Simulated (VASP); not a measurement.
Here is a VASP 6.6.1 calculation.

File INCAR:

```
PREC     = Accurate       # precision mode
ENCUT    = 520            # plane-wave cutoff, eV
EDIFF    = 1E-6           # SCF threshold, eV
ISMEAR   = -1             # smearing method
SIGMA    = 0.05           # smearing width, eV
LREAL    = Auto         
LASPH    = True           # aspherical terms in the spheres
NELM     = 60             # most SCF steps
ALGO     = Normal         # electronic algorithm
ISIF     = 2              # what is computed and relaxed
LWAVE    = False          # write WAVECAR
LCHARG   = False          # write CHGCAR
GGA      = PE             # functional
IVDW     = 12             # dispersion correction
NBANDS   = 82             # bands
```

The input KPOINTS:

```
Automatic mesh
0
Gamma
  1 1 1
```

POSCAR

```
H3CCl
1.0
    9.0287150000      0.0000000000      0.0000000000
    0.0000000000      9.0287150000      0.0000000000
    0.0000000000      0.0000000000      9.0287150000
C Cl H
8 8 24
Direct
    0.1304283057      0.7562981000      0.2916140337
    0.4571193132      0.4079871831      0.4560781905
    0.9878371396      0.4141563888      0.6617552996
    0.8663912860      0.1639214440      0.2721982032
    0.8179015508     -0.0235692455      0.7534959294
    0.4014857042      0.1546177944      0.0467951419
    0.4447255230      0.7057593467      0.9171294032
    0.5373854419      0.7546921129      0.3020584878
    0.0752820307      0.8226309059      0.4847422917
    0.4478378152      0.2010252843      0.4379249982
    0.7857596568      0.4587806792      0.7051501792
    1.0024793118      0.3164237657      0.2571130000
    0.8915997459     -0.0636192415      0.9365009306
    0.3629420133      0.2397240360     -0.1298523655
    0.2464027273      0.7599088021      0.9008258650
    0.5165962155      0.8278808225      0.5088985531
    0.0221958496      0.7780509187      0.2417730541
    0.2176943231      0.8167607461      0.2493045799
    0.1663359625      0.6333680928      0.2953687208
    0.5261989109      0.4174680450      0.5621287193
    0.5055868969      0.4444375529      0.3512127695
    0.3550560628      0.4582379663      0.4643074900
    1.0514231538      0.3885159738      0.7688358753
    0.9789322179      0.3267353106      0.5795509106
    1.0182179856      0.5213698738      0.6007277891
    0.8725826433      0.1274932258      0.3931456470
    0.7553123562      0.2070948081      0.2471337283
    0.9150693094      0.0682156874      0.2220027988
    0.7002214601      0.0096248469      0.7523772763
    0.8899162284      0.0791807029      0.7204568978
    0.8434755112     -0.1172149082      0.6763531688
    0.3639942118      0.0397731017      0.0536510456
    0.5218793594      0.1502760913      0.0475039914
    0.3641935757      0.2358032123      0.1396987279
    0.4969367180      0.7357525406      0.8190645070
    0.4803673612      0.7680494954      1.0123921289
    0.4327193848      0.5843577962      0.9541224859
    0.5633470544      0.8572759246      0.2432793592
    0.6188699056      0.6720336172      0.3478568102
    0.4358206013      0.6975965018      0.2885128172
```

Potentials or basis: VASP PAW PBE potentials, release 64 (C, Cl, H).

Command:

```console
$ cat potpaw_PBE.64/C/POTCAR potpaw_PBE.64/Cl/POTCAR potpaw_PBE.64/H/POTCAR > POTCAR
$ mpirun -np 1 vasp_gam > vasp.out
```

(1) Predict the band gap on the k mesh.

(2) Estimate the pressure.

(3) What does it give for the dispersion energy per atom?

Answers

(1) 4.47 eV.

(2) -2.0 GPa.

(3) -0.042 eV.

Caveat: the k points lie up to 0.70 Å⁻¹ apart.
